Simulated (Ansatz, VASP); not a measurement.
**One calculation of SrTiO3, two programs**

```
Sr Ti O
1.0
     3.90500    0.00000    0.00000
     0.00000    3.90500    0.00000
     0.00000    0.00000    3.78785
Sr Ti O
1 1 3
Direct
  0.00000 0.00000 0.00000
  0.50000 0.50000 0.50000
  0.00000 0.50000 0.50000
  0.50000 0.00000 0.50000
  0.50000 0.50000 0.00000
```

Change from the starting cell: z stretched by -3 %, ions relaxed.

Alike in both runs: task relaxation of the atoms; functional PBE; k mesh 8 × 8 × 8; occupations fermi-dirac, width 0.02 eV; no spin polarisation.

|  | VASP | Ansatz |
| --- | --- | --- |
| version | VASP 6.6.1 | Ansatz 0.2.0 |
| potentials or method | VASP PAW PBE potentials, release 64 (Sr_sv, Ti_sv, O) | plane-wave PAW, scalar-relativistic |
| plane-wave cutoff (eV) | 520 | 420 |
| valence electrons in the cell | 40 | 40 |

|  | VASP | Ansatz | Ansatz less VASP |
| --- | --- | --- | --- |
| gap on the k mesh at the Fermi level, each at its own relaxed structure (eV) | 1.86 | 1.89 | +0.035 |

Ansatz's warnings: stress scf threshold loose.

Noted on VASP's run: the relaxation stopped at its first step, so nothing moved.
